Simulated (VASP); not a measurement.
# Pd (Fm-3m) in VASP: settings compared, part 2 of 2

VASP 6.6.1.

## Step 3: Single point, r2SCANh

This run uses another cell than the first one, of 13.87 Å³/atom, 0.887 times its volume.

POSCAR reads:

```
Pd
1.0
    0.0000000000      1.9067643606      1.9067643606
    1.9067643606      0.0000000000      1.9067643606
    1.9067643606      1.9067643606      0.0000000000
Pd
1
Direct
    0.0000000000      0.0000000000      0.0000000000
```

INCAR.step1 reads:

```
PREC = Accurate
ENCUT = 520
EDIFF = 1E-5
ISMEAR = -1
SIGMA = 0.05
LREAL = F
LASPH = T
NELM = 60
ALGO = Normal
ISIF = 2
LWAVE = T
LCHARG = F
GGA = PE
NBANDS = 11
```

INCAR.step2 reads:

```
PREC = Accurate
ENCUT = 520
EDIFF = 1E-7
ISMEAR = -1
SIGMA = 0.05
LREAL = F
LASPH = T
NELM = 60
ALGO = Normal
ISIF = 2
LWAVE = F
LCHARG = F
METAGGA = R2SCAN
LHFCALC = T
AEXX = 0.1
LMIXTAU = T
PRECFOCK = Normal
ISTART = 1
NBANDS = 11
```

KPOINTS reads:

```
regular mesh
0
Gamma
  6 6 6
```

Potentials or basis: VASP PAW PBE potentials, release 64 (Pd).

Started as:

```bash
$ cat potpaw_PBE.64/Pd/POTCAR > POTCAR
$ cp INCAR.step1 INCAR
$ mpirun -np 1 vasp_std > vasp.out
$ cp INCAR.step2 INCAR
$ mpirun -np 1 vasp_std > vasp.out
```

OUTCAR:

```text
PREC = Accurate
   ENCUT = 520
   EDIFF = 1E-7
   ISMEAR = -1
   LREAL = F
   LASPH = T
   NELM = 60
   ISIF = 2
   METAGGA = R2SCAN
   LHFCALC = T
   AEXX = 0.1
   PRECFOCK = Normal
   ISTART = 1

 ion  position               nearest neighbor table
   1  0.000  0.000  0.000-

  LATTYP: Found a face centered cubic cell.
 ALAT       =     3.8135287212

  Lattice vectors:

 A1 = (   0.0000000000,   1.9067643606,   1.9067643606)
 A2 = (   1.9067643606,   0.0000000000,   1.9067643606)
 A3 = (   1.9067643606,   1.9067643606,   0.0000000000)

Analysis of symmetry for initial positions (statically):
[... 33 lines left out ...]
                                     Primitive cell

  volume of cell :      13.8650

  direct lattice vectors                    reciprocal lattice vectors
     0.000000000  1.906764361  1.906764361    -0.262224326  0.262224326  0.262224326
     1.906764361  0.000000000  1.906764361     0.262224326 -0.262224326  0.262224326
     1.906764361  1.906764361  0.000000000     0.262224326  0.262224326 -0.262224326

  length of vectors
     2.696572019  2.696572019  2.696572019     0.454185856  0.454185856  0.454185856

  position of ions in fractional coordinates (direct lattice)
     0.000000000  0.000000000  0.000000000

  ion indices of the primitive-cell ions
   primitive index   ion index
                 1           1

----------------------------------------------------------------------------------------

 KPOINTS: regular mesh

Automatic generation of k-mesh.
 Grid dimensions read from file:
 generate k-points for:    6    6    6

 Generating k-lattice:

  Cartesian coordinates                     Fractional coordinates (reciprocal lattice)
    -0.043704054  0.043704054  0.043704054     0.166666667  0.000000000  0.000000000
[... 77 lines left out ...]
   PRECFOCK=normal    Normal, Fast or Accurate (Low or Medium for compatibility)
   ENCUT4O =  -1.0   cutoff for four orbital integrals eV
   NKREDX  =     1    reduce k-point grid by
   NKREDY  =     1    reduce k-point grid by
   NKREDZ  =     1    reduce k-point grid by
   AEXX    =    0.1000 exact exchange contribution
   HFSCREEN=    0.0000 screening length (either q_TF or 0.3 A-1)
   HFSCREENC=   0.0000 screening length for correlation (either q_TF or 0.3 A-1)
   ENCUTFOCK=  -1.0 apply spherical cutoff to Coloumb kernel
   IVDW    =     0    specifies the selected vdW correction
   LEPSILON=     F    determine dielectric tensor
   LRPA    =     F    only Hartree local field effects (RPA)
 non-spin polarized calculation
  energy-cutoff  :      520.00
  volume of cell :       13.87
 maximum number of plane-waves:       388
  NGX = 16; NGY = 16; NGZ = 16

 number of electron      10.0000004 magnetization

 Free energy of the ion-electron system (eV)
  ---------------------------------------------------
  ext. energy  EPLUGINS =         0.00000000
  ---------------------------------------------------
  free energy    TOTEN  =       -21.68027769 eV

  energy without entropy =      -21.67534580  energy(sigma->0) =      -21.67781175

 E-fermi :  10.2716     XC(G=0): -13.3057

 val. band max:       10.1296095220   @ k =   0.5000   0.0000   0.0000
 cond. band min:      10.3976024643   @ k =   0.5000   0.1667   0.0000
 fundamental gap:      0.2679929422
 Fermi energy:        10.2715876981

 k-point     1 :       0.0000    0.0000    0.0000
  band No.  band energies     occupation
      1       2.3523      2.00000
      2       6.7310      2.00000
      3       6.7310      2.00000
      4       6.7310      2.00000
      5       8.4959      2.00000
      6       8.4959      2.00000
      7      29.1712      0.00000
      8      34.6067      0.00000
      9      34.6067      0.00000
     10      34.6067      0.00000
     11      34.9773      0.00000
[... 197 lines left out ...]
 k-point    16 :      -0.3333    0.5000    0.1667
  band No.  band energies     occupation
      1       4.6051      2.00000
      2       5.0253      2.00000
      3       7.7002      2.00000
      4       8.9065      2.00000
      5      10.8240      0.00003
      6      18.2788      0.00000
      7      22.7897      0.00000
      8      23.1072      0.00000
      9      24.0491      0.00000
     10      34.9833      0.00000
     11      36.5762      0.00000

------------------------ aborting loop because EDIFF is reached ----------------------------------------

  FORCE on cell =-STRESS in cart. coord.  units (eV):
  Direction    XX          YY          ZZ          XY          YZ          ZX
  --------------------------------------------------------------------------------------
  -------------------------------------------------------------------------------------
  Total        1.2172131      1.2172131      1.2172131     -0.0000000     -0.0000000     -0.0000000
  in kB      140.6553085    140.6553085    140.6553085     -0.0000000     -0.0000000     -0.0000000
  external PRESSURE =     140.6553085 kB  Pullay stress =       0.0000000 kB

 VOLUME and BASIS-vectors are now :
 -----------------------------------------------------------------------------
  energy-cutoff  :      520.00
  volume of cell :       13.87
      direct lattice vectors                 reciprocal lattice vectors
     0.000000000  1.906764361  1.906764361    -0.262224326  0.262224326  0.262224326
     1.906764361  0.000000000  1.906764361     0.262224326 -0.262224326  0.262224326
     1.906764361  1.906764361  0.000000000     0.262224326  0.262224326 -0.262224326

 POSITION                                       TOTAL-FORCE (eV/Angst)
 -----------------------------------------------------------------------------------
      0.00000      0.00000      0.00000         0.000000      0.000000      0.000000
 -----------------------------------------------------------------------------------
    total drift:                                0.000000      0.000000      0.000000

  FREE ENERGIE OF THE ION-ELECTRON SYSTEM (eV)
  ---------------------------------------------------
  free  energy   TOTEN  =       -21.6802776914 eV

  energy  without entropy=      -21.6753457993  energy(sigma->0) =      -21.67781175
```

OSZICAR.step1:

```text
N       E                     dE             d eps       ncg     rms          rms(c)
DAV:   1     0.450190879996E+02    0.45019E+02   -0.55425E+03   352   0.872E+02
DAV:   2    -0.489835818972E+01   -0.49917E+02   -0.48296E+02   403   0.190E+02
DAV:   3    -0.548068825154E+01   -0.58233E+00   -0.58172E+00   400   0.215E+01
DAV:   4    -0.548310321540E+01   -0.24150E-02   -0.24146E-02   443   0.144E+00
DAV:   5    -0.548311713944E+01   -0.13924E-04   -0.13924E-04   454   0.104E-01    0.918E+00
DAV:   6    -0.517913401449E+01    0.30398E+00   -0.11350E+00   430   0.889E+00    0.450E+00
DAV:   7    -0.516108715480E+01    0.18047E-01   -0.30036E-02   480   0.135E+00    0.218E+00
DAV:   8    -0.515598991633E+01    0.50972E-02   -0.13733E-03   448   0.257E-01    0.920E-02
DAV:   9    -0.515599094604E+01   -0.10297E-05   -0.39256E-05   449   0.553E-02
   1 F= -.51559909E+01 E0= -.51475473E+01  d E =-.168874E-01
```

Wall time 5.5 min (1 thread of AMD EPYC 7R13 (Zen 3), shared host); peak memory 0.11 GiB.

Results:

- Free energy: -21.6803 eV
- Pressure: 14.1 GPa
- Band gap on the k mesh: zero (band 5 reaches 10.85 eV, above the bottom of band 6 at 8.44 eV)

Caveat: the k points lie up to 0.48 Å⁻¹ apart; the PAW data sets were made with another functional, which shifts forces and pressure a little.

## Step 4: Single point, r2SCANh

This run uses another cell than the first one, of 14.16 Å³/atom, 0.906 times its volume.

POSCAR reads:

```
Pd
1.0
    0.0000000000      1.9201927211      1.9201927211
    1.9201927211      0.0000000000      1.9201927211
    1.9201927211      1.9201927211      0.0000000000
Pd
1
Direct
    0.0000000000      0.0000000000      0.0000000000
```

INCAR.step1 reads:

```
PREC = Accurate ; ENCUT = 520
EDIFF = 1E-5 ; ISMEAR = -1
SIGMA = 0.05 ; LREAL = F
LASPH = T ; NELM = 60
ALGO = Normal ; ISIF = 2
LWAVE = T ; LCHARG = F
NBANDS = 11 ; GGA = PE
```

INCAR.step2 reads:

```
PREC = Accurate ; ENCUT = 520
EDIFF = 1E-7 ; ISMEAR = -1
SIGMA = 0.05 ; LREAL = F
LASPH = T ; NELM = 60
ALGO = Normal ; ISIF = 2
LWAVE = F ; LCHARG = F
METAGGA = R2SCAN ; LHFCALC = T
AEXX = 0.1 ; LMIXTAU = T
PRECFOCK = Normal ; NBANDS = 11
ISTART = 1
```

KPOINTS reads:

```
Automatic mesh
0
Gamma
  6 6 6
```

Potentials or basis: VASP PAW PBE potentials, release 64 (Pd).

Started as:

```bash
$ cat potpaw_PBE.64/Pd/POTCAR > POTCAR
$ cp INCAR.step1 INCAR
$ mpirun -np 1 vasp_std > vasp.out
$ cp INCAR.step2 INCAR
$ mpirun -np 1 vasp_std > vasp.out
```

OUTCAR:

```text
PREC = Accurate
   ENCUT = 520
   EDIFF = 1E-7
   ISMEAR = -1
   LREAL = F
   LASPH = T
   NELM = 60
   ISIF = 2
   METAGGA = R2SCAN
   LHFCALC = T
   AEXX = 0.1
   PRECFOCK = Normal
   ISTART = 1

 ion  position               nearest neighbor table
   1  0.000  0.000  0.000-

  LATTYP: Found a face centered cubic cell.
 ALAT       =     3.8403854422

  Lattice vectors:

 A1 = (   0.0000000000,   1.9201927211,   1.9201927211)
 A2 = (   1.9201927211,   0.0000000000,   1.9201927211)
 A3 = (   1.9201927211,   1.9201927211,   0.0000000000)

Analysis of symmetry for initial positions (statically):
[... 33 lines left out ...]
                                     Primitive cell

  volume of cell :      14.1600

  direct lattice vectors                    reciprocal lattice vectors
     0.000000000  1.920192721  1.920192721    -0.260390530  0.260390530  0.260390530
     1.920192721  0.000000000  1.920192721     0.260390530 -0.260390530  0.260390530
     1.920192721  1.920192721  0.000000000     0.260390530  0.260390530 -0.260390530

  length of vectors
     2.715562589  2.715562589  2.715562589     0.451009627  0.451009627  0.451009627

  position of ions in fractional coordinates (direct lattice)
     0.000000000  0.000000000  0.000000000

  ion indices of the primitive-cell ions
   primitive index   ion index
                 1           1

----------------------------------------------------------------------------------------

 KPOINTS: Automatic mesh

Automatic generation of k-mesh.
 Grid dimensions read from file:
 generate k-points for:    6    6    6

 Generating k-lattice:

  Cartesian coordinates                     Fractional coordinates (reciprocal lattice)
    -0.043398422  0.043398422  0.043398422     0.166666667  0.000000000  0.000000000
[... 75 lines left out ...]
   METAGGA = R2SCAN    functional components
   LHFCALC =     T    Hartree Fock is set to
   PRECFOCK=normal    Normal, Fast or Accurate (Low or Medium for compatibility)
   ENCUT4O =  -1.0   cutoff for four orbital integrals eV
   NKREDX  =     1    reduce k-point grid by
   NKREDY  =     1    reduce k-point grid by
   NKREDZ  =     1    reduce k-point grid by
   AEXX    =    0.1000 exact exchange contribution
   HFSCREEN=    0.0000 screening length (either q_TF or 0.3 A-1)
   HFSCREENC=   0.0000 screening length for correlation (either q_TF or 0.3 A-1)
   ENCUTFOCK=  -1.0 apply spherical cutoff to Coloumb kernel
   IVDW    =     0    specifies the selected vdW correction
   LEPSILON=     F    determine dielectric tensor
   LRPA    =     F    only Hartree local field effects (RPA)
 non-spin polarized calculation
  energy-cutoff  :      520.00
  volume of cell :       14.16
 maximum number of plane-waves:       392
  NGX = 16; NGY = 16; NGZ = 16

 number of electron      10.0000005 magnetization

 Free energy of the ion-electron system (eV)
  ---------------------------------------------------
  ext. energy  EPLUGINS =         0.00000000
  ---------------------------------------------------
  free energy    TOTEN  =       -21.70133687 eV

  energy without entropy =      -21.69600013  energy(sigma->0) =      -21.69866850

 E-fermi :   9.8896     XC(G=0): -13.1618

 val. band max:        9.7488262833   @ k =   0.5000   0.0000   0.0000
 cond. band min:      10.0122498779   @ k =   0.5000   0.1667   0.0000
 fundamental gap:      0.2634235946
 Fermi energy:         9.8896405198

 k-point     1 :       0.0000    0.0000    0.0000
  band No.  band energies     occupation
      1       2.1598      2.00000
      2       6.4642      2.00000
      3       6.4642      2.00000
      4       6.4642      2.00000
      5       8.1650      2.00000
      6       8.1650      2.00000
      7      28.7887      0.00000
      8      34.0948      0.00000
      9      34.0948      0.00000
     10      34.0948      0.00000
     11      34.6695      0.00000
[... 197 lines left out ...]
 k-point    16 :      -0.3333    0.5000    0.1667
  band No.  band energies     occupation
      1       4.4094      2.00000
      2       4.8138      2.00000
      3       7.4078      2.00000
      4       8.5674      2.00000
      5      10.4283      0.00004
      6      17.8021      0.00000
      7      22.2048      0.00000
      8      22.5781      0.00000
      9      23.5066      0.00000
     10      34.6721      0.00000
     11      35.9339      0.00000

------------------------ aborting loop because EDIFF is reached ----------------------------------------

  FORCE on cell =-STRESS in cart. coord.  units (eV):
  Direction    XX          YY          ZZ          XY          YZ          ZX
  --------------------------------------------------------------------------------------
  -------------------------------------------------------------------------------------
  Total        0.7657842      0.7657842      0.7657842      0.0000000      0.0000000      0.0000000
  in kB       86.6468053     86.6468053     86.6468053      0.0000000      0.0000000      0.0000000
  external PRESSURE =      86.6468053 kB  Pullay stress =       0.0000000 kB

 VOLUME and BASIS-vectors are now :
 -----------------------------------------------------------------------------
  energy-cutoff  :      520.00
  volume of cell :       14.16
      direct lattice vectors                 reciprocal lattice vectors
     0.000000000  1.920192721  1.920192721    -0.260390530  0.260390530  0.260390530
     1.920192721  0.000000000  1.920192721     0.260390530 -0.260390530  0.260390530
     1.920192721  1.920192721  0.000000000     0.260390530  0.260390530 -0.260390530

 POSITION                                       TOTAL-FORCE (eV/Angst)
 -----------------------------------------------------------------------------------
      0.00000      0.00000      0.00000         0.000000      0.000000      0.000000
 -----------------------------------------------------------------------------------
    total drift:                                0.000000      0.000000      0.000000

  FREE ENERGIE OF THE ION-ELECTRON SYSTEM (eV)
  ---------------------------------------------------
  free  energy   TOTEN  =       -21.7013368677 eV

  energy  without entropy=      -21.6960001251  energy(sigma->0) =      -21.69866850
```

OUTCAR.step1:

```text
PREC = Accurate
   ENCUT = 520
   EDIFF = 1E-5
   ISMEAR = -1
   LREAL = F
[... 428 lines left out ...]

 POSITION                                       TOTAL-FORCE (eV/Angst)
 -----------------------------------------------------------------------------------
      0.00000      0.00000      0.00000         0.000000      0.000000      0.000000
 -----------------------------------------------------------------------------------
    total drift:                               -0.000000     -0.000000     -0.000000

  FREE ENERGIE OF THE ION-ELECTRON SYSTEM (eV)
  ---------------------------------------------------
  free  energy   TOTEN  =        -5.1882500904 eV

  energy  without entropy=       -5.1707561324  energy(sigma->0) =       -5.17950311
```

OSZICAR.step1:

```text
N       E                     dE             d eps       ncg     rms          rms(c)
DAV:   1     0.421788038505E+02    0.42179E+02   -0.51004E+03   352   0.842E+02
DAV:   2    -0.492511546109E+01   -0.47104E+02   -0.45719E+02   400   0.185E+02
DAV:   3    -0.550880059445E+01   -0.58369E+00   -0.58306E+00   418   0.216E+01
DAV:   4    -0.551141624430E+01   -0.26156E-02   -0.26155E-02   435   0.151E+00
DAV:   5    -0.551144480161E+01   -0.28557E-04   -0.28559E-04   457   0.141E-01    0.864E+00
DAV:   6    -0.520959053464E+01    0.30185E+00   -0.10777E+00   442   0.889E+00    0.422E+00
DAV:   7    -0.519296959162E+01    0.16621E-01   -0.33581E-02   466   0.140E+00    0.206E+00
DAV:   8    -0.518825091355E+01    0.47187E-02   -0.13512E-03   453   0.283E-01    0.976E-02
DAV:   9    -0.518825009039E+01    0.82316E-06   -0.11971E-05   416   0.300E-02
   1 F= -.51882501E+01 E0= -.51795031E+01  d E =-.174940E-01
```

Run time: 5.9 min. Hardware: 1 thread of AMD EPYC 7R13 (Zen 3), shared host; peak memory 0.11 GiB.

Results:

```yaml
Free_energy: -21.7013 eV
Pressure: 8.7 GPa
Band_gap_on_the_k_mesh: zero (band 5 reaches 10.46 eV, above the bottom of band 6 at 8.11 eV)
```

Levels at points of the mesh, in eV from the Fermi level:
```
           k point  band 2  band 3  band 4  band 5  band 6  band 7  band 8  band 9
(0.00, 0.00, 0.00)   -3.43   -3.43   -3.43   -1.72   -1.72   18.90   24.21   24.21
(0.50, 0.00, 0.00)   -3.54   -3.54   -0.14   -0.14    1.68    8.83   18.29   23.49
(0.50, 0.50, 0.00)   -5.98   -0.33    0.57    0.57    4.23   12.58   15.01   15.01
```

Caveat: the k points lie up to 0.47 Å⁻¹ apart; the PAW data sets were made with another functional, which shifts forces and pressure a little.

## Step 5: Single point, r2SCANh

This run uses another cell than the first one, of 14.46 Å³/atom, 0.925 times its volume.

POSCAR reads:

```
Pd
1.0
    0.0000000000      1.9334358480      1.9334358480
    1.9334358480      0.0000000000      1.9334358480
    1.9334358480      1.9334358480      0.0000000000
Pd
1
Direct
    0.0000000000      0.0000000000      0.0000000000
```

INCAR.step1 reads:

```
SYSTEM = Pd
ALGO = Normal
EDIFF = 1E-5
ENCUT = 520
GGA = PE
ISIF = 2
ISMEAR = -1
LASPH = .True.
LCHARG = .False.
LREAL = .False.
LWAVE = .True.
NBANDS = 11
NELM = 100
PREC = Accurate
SIGMA = 0.05
```

INCAR.step2 reads:

```
SYSTEM = Pd
AEXX = 0.1
ALGO = Normal
EDIFF = 1E-6
ENCUT = 520
ISIF = 2
ISMEAR = -1
ISTART = 1
LASPH = .True.
LCHARG = .False.
LHFCALC = .True.
LMIXTAU = .True.
LREAL = .False.
LWAVE = .False.
METAGGA = R2SCAN
NBANDS = 11
NELM = 100
PREC = Accurate
PRECFOCK = Normal
SIGMA = 0.05
```

KPOINTS reads:

```
k-points
0
Gamma
  6 6 6
  0 0 0
```

Started as:

```bash
$ cat potpaw_PBE.64/Pd/POTCAR > POTCAR
$ cp INCAR.step1 INCAR
$ mpirun -np 1 vasp_std > vasp.out
$ cp INCAR.step2 INCAR
$ mpirun -np 1 vasp_std > vasp.out
```

Run time: 5.9 min. Hardware: 1 thread of AMD EPYC 7R13 (Zen 3), shared host; peak memory 0.11 GiB.

The run converged. Its results:

```
Free energy            : -21.7130 eV
Pressure               : 3.9 GPa
Band gap on the k mesh : zero (band 5 reaches 10.08 eV, above the bottom of band 6 at 7.80 eV)
```

Levels at points of the mesh, in eV from the Fermi level:
| k point | band 3 | band 4 | band 5 | band 6 | band 7 | band 8 |
| --- | --- | --- | --- | --- | --- | --- |
| (0.00, 0.00, 0.00) | -3.32 | -3.32 | -1.68 | -1.68 | 18.89 | 24.07 |
| (0.50, 0.00, 0.00) | -3.42 | -0.14 | -0.14 | 1.73 | 8.65 | 18.28 |
| (0.50, 0.50, 0.00) | -0.33 | 0.55 | 0.55 | 4.24 | 12.35 | 14.89 |

Caveat: the k points lie up to 0.47 Å⁻¹ apart; the PAW data sets were made with another functional, which shifts forces and pressure a little.

## Step 6: Summary

| level | cell | k mesh | cutoff (eV) | grid for exact exchange (PRECFOCK) | gap on the mesh (eV) | pressure (GPa) |
| --- | --- | --- | --- | --- | --- | --- |
| r2SCAN | a = 2.807 Å, angles 60.0°, 1 atom | 12 × 12 × 12 | 550 | - | none | -7.3 |
| r2SCANh | a = 2.697 Å, angles 60.0°, 1 atom | 6 × 6 × 6 | 520 | Normal | none | 14.1 |
| r2SCANh | a = 2.716 Å, angles 60.0°, 1 atom | 6 × 6 × 6 | 520 | Normal | none | 8.7 |
| r2SCANh | a = 2.734 Å, angles 60.0°, 1 atom | 6 × 6 × 6 | 520 | Normal | none | 3.9 |

Alike in all rows: task single point; potentials or basis VASP PAW PBE potentials, release 64 (Pd); no spin polarisation; smearing fermi-dirac 0.05 eV.

Caveats: some runs use coarse meshes; the PAW data sets were made with another functional, which shifts forces and pressure a little.

Absolute energies hang on the potentials; compare differences alone.
